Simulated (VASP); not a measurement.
Wanted: the native input for a VASP 6.6.1 run.

| Quantity | Value |
| --- | --- |
| Task | single point |
| Functional | PBEsol |
| Potentials or basis | VASP PAW PBE potentials, release 64 (Co, O) |
| Cutoff | 520 eV |
| k mesh | 10 × 10 × 5 |
| Occupations | fermi-dirac, width 0.05 eV |
| Spin | collinear spin, ferromagnetic start |
| Starting moments | [2.0, 2.0, 0.0, 0.0] μB |
| Dipole correction | no |
| Further INCAR settings | ALGO = Normal; EDIFF = 1e-06; NBANDS = 27 |

The structure of CoO lies in POSCAR:

```
CoO
1.0
    3.1323693509      0.0000000000      0.0000000000
   -1.5661846755      2.7127114320      0.0000000000
    0.0000000000      0.0000000000      5.1219713984
Co O
2 2
Direct
    0.3333333333      0.6666666667      0.5033624100
    0.0000000000      0.0000000000      0.0034741400
    0.3333333333      0.6666666667      0.8715556000
    0.0000000000      0.0000000000      0.3716088500
```

This cell differs from its parent crystal: volume scaled by 0.94.

One way to write it, as run:

INCAR

```
SYSTEM = CoO
PREC = Accurate
ENCUT = 520
EDIFF = 1E-6
ISMEAR = -1
SIGMA = 0.05
LREAL = .FALSE.
LASPH = .TRUE.
NELM = 150
ALGO = Normal
ISIF = 2
LWAVE = .FALSE.
LCHARG = .FALSE.
ISPIN = 2
MAGMOM = 2 2 0 0
LORBIT = 11
LMAXMIX = 4
GGA = PS
NBANDS = 27
```

KPOINTS

```
regular mesh
0
G
  10 10 5
  0 0 0
```

Potentials or basis: VASP PAW PBE potentials, release 64 (Co, O).

Run with:

```console
$ cat potpaw_PBE.64/Co/POTCAR potpaw_PBE.64/O/POTCAR > POTCAR
$ mpirun -np 1 vasp_std > vasp.out
```

Results of the run:

| Property | Result |
| --- | --- |
| Pressure | -0.7 GPa |
| Largest force | 0.345 eV/Å |
| Net moment | 5.30 μB per cell |
| Site moments | Co +2.28; O +0.28 μB |
| Valence electrons inside the program's atomic spheres | Co 8.11; O 4.99 |

Caveat: the PAW data sets were made with another functional, which shifts forces and pressure a little.

Run time: 2.1 min on 1 thread of Intel(R) Xeon(R) Platinum 8259CL CPU @ 2.50GHz (Skylake/Cascade Lake), on a shared host, peak memory 0.24 GiB.
